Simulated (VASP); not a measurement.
# Te2Mo in VASP: single point with PBE+D3(BJ)

Aim: the single point of Te2Mo with PBE+D3(BJ).

Program: VASP 6.6.1. These are calculated values, not measurements. Logs are shortened: lines on timing, memory, paths and dates and some standing lists are left out, and cuts for length are marked.

**1. The cell of the first run**

The cell holds a slab with vacuum, 6 atoms: a = 3.504 Å, b = 3.504 Å, c = 24.768 Å, α = 90.00°, β = 90.00°, γ = 120.00°.

**2. Single point, PBE+D3(BJ)**

Input file INCAR:

```
SYSTEM = Te2Mo
PREC = Accurate ; ENCUT = 520
EDIFF = 1E-6 ; ISMEAR = 0
SIGMA = 0.05 ; LREAL = .False.
LASPH = .True. ; NELM = 80
ALGO = Normal ; ISIF = 2
LWAVE = .False. ; LCHARG = .True.
LDIPOL = .True. ; IDIPOL = 3
DIPOL = 0.5 0.5 0.398 ; GGA = PE
IVDW = 12 ; LELF = .True.
LVHAR = .True. ; LVACPOTAV = .True.
NBANDS = 35
```

Input file KPOINTS:

```
Automatic mesh
0
Gamma
  9 9 1
  0 0 0
```

Input file POSCAR:

```
Te2Mo
1.0
    3.5038815467      0.0000000000      0.0000000000
   -1.7519407734      3.0344504312      0.0000000000
    0.0000000000      0.0000000000     24.7677198428
Te Mo
4 2
Direct
    0.3333333333      0.6666666667      0.1816881016
    0.3333333333      0.6666666667      0.3284056818
    0.5000000000      1.0000000000      0.4668923904
    0.5000000000      1.0000000000      0.6136099705
    0.6666666667      0.3333333333      0.2550468917
    0.8333333333      0.6666666667      0.5402511804
```

Potentials or basis: VASP PAW PBE potentials, release 64 (Te, Mo_sv).

On the command line:

```bash
cat potpaw_PBE.64/Te/POTCAR potpaw_PBE.64/Mo_sv/POTCAR > POTCAR
mpirun -np 1 vasp_std > vasp.out
```

OUTCAR:

```text
SYSTEM = Te2Mo
   PREC = Accurate
   ENCUT = 520
   EDIFF = 1E-6
   ISMEAR = 0
   LREAL = .False.
   LASPH = .True.
   NELM = 80
   ISIF = 2
   GGA = PE
   IVDW = 12
 IVDW          = 12

 ion  position               nearest neighbor table
   1  0.333  0.667  0.182-   5 2.72   5 2.72   5 2.72   2 3.63
   2  0.333  0.667  0.328-   5 2.72   5 2.72   5 2.72   3 3.58   1 3.63
   3  0.500  0.000  0.467-   6 2.72   6 2.72   6 2.72   2 3.58   4 3.63
   4  0.500  0.000  0.614-   6 2.72   6 2.72   6 2.72   3 3.63
   5  0.667  0.333  0.255-   1 2.72   2 2.72   1 2.72   2 2.72   1 2.72   2 2.72
   6  0.833  0.667  0.540-   3 2.72   3 2.72   3 2.72   4 2.72   4 2.72   4 2.72

  LATTYP: Found a hexagonal cell.
 ALAT       =     3.5038815467
 C/A-ratio  =     7.0686521541

  Lattice vectors:

 A1 = (   3.5038815467,   0.0000000000,   0.0000000000)
 A2 = (  -1.7519407734,   3.0344504312,   0.0000000000)
 A3 = (   0.0000000000,   0.0000000000,  24.7677198428)

Analysis of symmetry for initial positions (statically):
=====================================================================
 Subroutine PRICEL returns:
 Original cell was already a primitive cell.

 Routine SETGRP: Setting up the symmetry group for a
 hexagonal supercell.

 Subroutine GETGRP returns: Found  2 space group operations
 (whereof  2 operations were pure point group operations)
 out of a pool of 24 trial point group operations.

The static configuration has the point symmetry C_1h.

Analysis of symmetry for dynamics (positions and initial velocities):
=====================================================================
 Subroutine PRICEL returns:
 Original cell was already a primitive cell.

 Routine SETGRP: Setting up the symmetry group for a
 hexagonal supercell.

 Subroutine GETGRP returns: Found  2 space group operations
 (whereof  2 operations were pure point group operations)
 out of a pool of 24 trial point group operations.

The dynamic configuration has the point symmetry C_1h.

 Subroutine INISYM returns: Found  2 space group operations
 (whereof  2 operations are pure point group operations),
 and found     1 'primitive' translations

----------------------------------------------------------------------------------------

                                     Primitive cell

  volume of cell :     263.3392

  direct lattice vectors                    reciprocal lattice vectors
     3.503881547  0.000000000  0.000000000     0.285397776  0.164774483  0.000000000
    -1.751940773  3.034450431  0.000000000     0.000000000  0.329548965  0.000000000
     0.000000000  0.000000000 24.767719843     0.000000000  0.000000000  0.040375134

  length of vectors
     3.503881547  3.503881547 24.767719843     0.329548965  0.329548965  0.040375134

  position of ions in fractional coordinates (direct lattice)
     0.333333333  0.666666667  0.181688102
     0.333333333  0.666666667  0.328405682
     0.500000000  0.000000000  0.466892390
     0.500000000  0.000000000  0.613609971
     0.666666667  0.333333333  0.255046892
     0.833333333  0.666666667  0.540251180

  ion indices of the primitive-cell ions
   primitive index   ion index
                 1           1
                 2           2
                 3           3
                 4           4
                 5           5
                 6           6

----------------------------------------------------------------------------------------

 KPOINTS: Automatic mesh

Automatic generation of k-mesh.
 Grid dimensions read from file:
 generate k-points for:    9    9    1

 Generating k-lattice:

  Cartesian coordinates                     Fractional coordinates (reciprocal lattice)
     0.031710864  0.018308276  0.000000000     0.111111111  0.000000000  0.000000000
     0.000000000  0.036616552  0.000000000     0.000000000  0.111111111  0.000000000
     0.000000000  0.000000000  0.040375134     0.000000000  0.000000000  1.000000000

  Length of vectors
     0.036616552  0.036616552  0.040375134

  Shift w.r.t. Gamma in fractional coordinates (k-lattice)
     0.000000000  0.000000000  0.000000000

 Subroutine IBZKPT returns following result:
 ===========================================

 Found     25 irreducible k-points:

 Following reciprocal coordinates:
            Coordinates               Weight
  0.000000  0.000000  0.000000      1.000000
  0.111111 -0.000000  0.000000      4.000000
  0.000000  0.111111  0.000000      2.000000
  0.222222  0.000000  0.000000      4.000000
  0.000000  0.222222  0.000000      2.000000
  0.333333 -0.000000  0.000000      4.000000
[... 16 lines left out ...]
 -0.222222 -0.444444  0.000000      4.000000
  0.444444  0.333333  0.000000      4.000000
   k-points           NKPTS =     25   k-points in BZ     NKDIM =     25   number of bands    NBANDS=     35
   number of dos      NEDOS =    301   number of ions     NIONS =      6
   total plane-waves  NPLWV = 150528
   dimension x,y,z NGX =    28 NGY =   28 NGZ =  192
   dimension x,y,z NGXF=    56 NGYF=   56 NGZF=  384
   ions per type =               4   2
   NGX,Y,Z   is equivalent  to a cutoff of  13.28, 13.28, 12.89 a.u.
   NGXF,Y,Z  is equivalent  to a cutoff of  26.57, 26.57, 25.77 a.u.
 SYSTEM =  Te2Mo
   PREC   = accura    normal or accurate (medium, high low for compatibility)
   ISTART =      0    job   : 0-new  1-cont  2-samecut
   ICHARG =      2    charge: 1-file 2-atom 10-const
   ISPIN  =      1    spin polarized calculation?
   LNONCOLLINEAR =      F non collinear calculations
   LSORBIT =      F    spin-orbit coupling
   LASPH  =      T    aspherical Exc in radial PAW
   ENCUT  =  520.0 eV  38.22 Ry    6.18 a.u.   6.51  6.51 46.05*2*pi/ulx,y,z
   NELM   =     80;   NELMIN=  2; NELMDL= -5     # of ELM steps
   EDIFF  = 0.1E-05   stopping-criterion for ELM
   LREAL  =      F    real-space projection
   EDIFFG = 0.1E-04   stopping-criterion for IOM
   NSW    =      0    number of steps for IOM
   IBRION =     -1    ionic relax: 0-MD 1-quasi-New 2-CG
   NFREE  =      0    steps in history (QN), initial steepest desc. (CG)
   ISIF   =      2    stress and relaxation
   ISYM   =      2    0-nonsym 1-usesym 2-fastsym
   POTIM  = 0.5000    time-step for ionic-motion
   TEBEG  =    0.0;   TEEND  =   0.0 temperature during run
   PSTRESS=    0.0 pullay stress
   NELECT =      52.0000    total number of electrons
   NUPDOWN=      -1.0000    fix difference up-down
   EMIN   =  10.00;   EMAX   =-10.00  energy-range for DOS
   EFERMI =   0.00;   METHOD = LEGACY
   ISMEAR =     0;   SIGMA  =   0.05  broadening in eV -4-tet -1-fermi 0-gaus
   EFERMI_NEDOS =   21; number of points for ismear=-14 and -15
   IALGO  =     38    algorithm
   IMIX   =      4    mixing-type and parameters
     AMIX     =   0.40;   BMIX     =  1.00
     AMIX_MAG =   1.60;   BMIX_MAG =  1.00
  volume/ion in A,a.u.               =      43.89       296.18
  Fermi-wavevector in a.u.,A,eV,Ry     =   0.953317  1.801508 12.365162  0.908814
  Thomas-Fermi vector in A             =   2.081961
   LORBIT       =      0    0 simple, 1 ext, 2 COOP (PROOUT), +10 PAW based schemes
   GGA     = PE    functional components
   LHFCALC =     F    Hartree Fock is set to
   AEXX    =    0.0000 exact exchange contribution
   IVDW    =    12    specifies the selected vdW correction
   LEPSILON=     F    determine dielectric tensor
   LRPA    =     F    only Hartree local field effects (RPA)
 non-spin polarized calculation
 Gauss-broadening in eV      SIGMA  =   0.05
  energy-cutoff  :      520.00
  volume of cell :      263.34
 maximum number of plane-waves:      7173
 NGX is ok and might be reduce to    28
   NGX = 13   NGY = 13   NGZ = 93

 dipolmoment           0.000000      0.000000     -0.000002 electrons x Angstroem

 number of electron      52.0000000 magnetization

 dipolmoment           0.000000      0.000000      0.001327 electrons x Angstroem

 Free energy of the ion-electron system (eV)
  ---------------------------------------------------
  ext. energy  EPLUGINS =         0.00000000
  ---------------------------------------------------
  free energy    TOTEN  =       -35.88308735 eV

  energy without entropy =      -35.88308735  energy(sigma->0) =      -35.88308735

 E-fermi :   2.9257     XC(G=0):  -6.3822

 val. band max:        2.5063334207   @ k =   0.1111  -0.0000   0.0000
 cond. band min:       3.5612895717   @ k =  -0.4444   0.2222   0.0000
 fundamental gap:      1.0549561510
 Fermi energy:         2.9256990468

 k-point     1 :       0.0000    0.0000    0.0000
  band No.  band energies     occupation
      1     -58.1870      2.00000
      2     -58.1676      2.00000
      3     -32.3664      2.00000
      4     -32.3463      2.00000
      5     -32.2205      2.00000
      6     -32.2184      2.00000
[... 27 lines left out ...]
     34       5.9890      0.00000
     35       6.6709      0.00000

 k-point     2 :       0.1111   -0.0000    0.0000
  band No.  band energies     occupation
      1     -58.1858      2.00000
      2     -58.1664      2.00000
      3     -32.3630      2.00000
      4     -32.3428      2.00000
      5     -32.2349      2.00000
      6     -32.2236      2.00000
[... 27 lines left out ...]
     34       5.7959      0.00000
     35       6.9083      0.00000

 k-point     3 :       0.0000    0.1111    0.0000
  band No.  band energies     occupation
      1     -58.1858      2.00000
      2     -58.1664      2.00000
      3     -32.3630      2.00000
      4     -32.3428      2.00000
      5     -32.2364      2.00000
      6     -32.2221      2.00000
[... 27 lines left out ...]
     34       5.8609      0.00000
     35       6.9103      0.00000
[... 723 lines left out ...]
 k-point    23 :      -0.2222   -0.4444    0.0000
  band No.  band energies     occupation
      1     -58.1760      2.00000
      2     -58.1566      2.00000
      3     -32.3373      2.00000
      4     -32.3324      2.00000
      5     -32.3201      2.00000
      6     -32.3092      2.00000
[... 27 lines left out ...]
     34       6.4583      0.00000
     35       7.1820      0.00000

 k-point    24 :       0.4444    0.3333    0.0000
  band No.  band energies     occupation
      1     -58.1760      2.00000
      2     -58.1566      2.00000
      3     -32.3351      2.00000
      4     -32.3329      2.00000
      5     -32.3171      2.00000
      6     -32.3133      2.00000
[... 27 lines left out ...]
     34       6.5775      0.00000
     35       6.9736      0.00000

 [... further k-points ...]

------------------------ aborting loop because EDIFF is reached ----------------------------------------

 Edisp (eV)   -2.79923

 E8    (eV) :    -1.3242

  FORCE on cell =-STRESS in cart. coord.  units (eV):
  Direction    XX          YY          ZZ          XY          YZ          ZX
  --------------------------------------------------------------------------------------
  -------------------------------------------------------------------------------------
  Total      -0.20658     0.02657     0.69507    -0.00000     0.84150    -0.00000
  in kB      -1.25685     0.16168     4.22888    -0.00000     5.11973    -0.00000
  external pressure =        1.04 kB  Pullay stress =        0.00 kB

 VOLUME and BASIS-vectors are now :
 -----------------------------------------------------------------------------
  energy-cutoff  :      520.00
  volume of cell :      263.34
      direct lattice vectors                 reciprocal lattice vectors
     3.503881547  0.000000000  0.000000000     0.285397776  0.164774483  0.000000000
    -1.751940773  3.034450431  0.000000000     0.000000000  0.329548965  0.000000000
     0.000000000  0.000000000 24.767719843     0.000000000  0.000000000  0.040375134

 POSITION                                       TOTAL-FORCE (eV/Angst)
 -----------------------------------------------------------------------------------
     -0.00000      2.02297      4.50000        -0.000000      0.007213      0.006085
     -0.00000      2.02297      8.13386         0.000000     -0.166030     -0.162676
      1.75194      0.00000     11.56386        -0.000000      0.162830      0.173473
      1.75194      0.00000     15.19772         0.000000     -0.001032      0.002105
      1.75194      1.01148      6.31693         0.000000     -0.047514     -0.037155
      1.75194      2.02297     13.38079        -0.000000      0.044534      0.018168
 -----------------------------------------------------------------------------------
    total drift:                               -0.000000      0.000344     -0.000013

  FREE ENERGIE OF THE ION-ELECTRON SYSTEM (eV)
  ---------------------------------------------------
  free  energy   TOTEN  =       -38.6823149975 eV

  energy  without entropy=      -38.6823149975  energy(sigma->0) =      -38.68231500

 vacuum level on the upper side and lower side of the slab         7.329         7.306
```

It took 11 min on 1 thread of Oxide Virtual Turin-like, shared host; peak memory 0.44 GiB.

What came out:

| Quantity | Value |
| --- | --- |
| Free energy | -38.6823 eV |
| Largest force | 0.238 eV/Å |
| Band gap on the k mesh | 1.05 eV, indirect (least direct gap 1.14 eV) |
| Dispersion energy per atom | -0.467 eV |

Forces in eV/Å, atoms in the order of the input:
```
Te   0.000  0.007  0.006
Te   0.000 -0.166 -0.163
Te   0.000  0.163  0.173
Te   0.000 -0.001  0.002
Mo   0.000 -0.048 -0.037
Mo   0.000  0.045  0.018
```

Caveat: spin-orbit coupling is left out, which moves the levels of the heavy elements.
